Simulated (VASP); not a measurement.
Crystal: InAs.

```
In As
1.0
     0.00000    2.85799    2.85799
     2.85799    0.00000    2.85799
     2.85799    2.85799    0.00000
In As
1 1
Direct
  0.50000 0.50000 0.50000
  0.00000 0.00000 0.00000
```

This cell differs from its parent crystal: volume scaled by 0.98.

Base run:

```yaml
Program: VASP 6.6.1
Functional: PBE
Potentials_or_basis: VASP PAW PBE potentials, release 64 (In_d, As)
Cutoff: 520 eV
k_mesh: 8 × 8 × 8
Occupations: fermi-dirac, width 0.05 eV
Spin: no spin polarisation
```

Its results: band gap on the k mesh zero (band 9 reaches 6.50 eV, above the bottom of band 10 at 3.85 eV); pressure 1.3 GPa.

Task: The run is repeated on the same cell with these changes: functional from PBE to PBEsol. What comes out?

Result: Band gap on the k mesh zero (band 9 reaches 6.36 eV, above the bottom of band 10 at 3.70 eV); pressure -2.0 GPa.

PBEsol binds more tightly than PBE, so the same cell stands under less pressure.

Caveats: spin-orbit coupling is left out, which moves the levels of the heavy elements; the PAW data sets were made with another functional, which shifts forces and pressure a little (some runs).
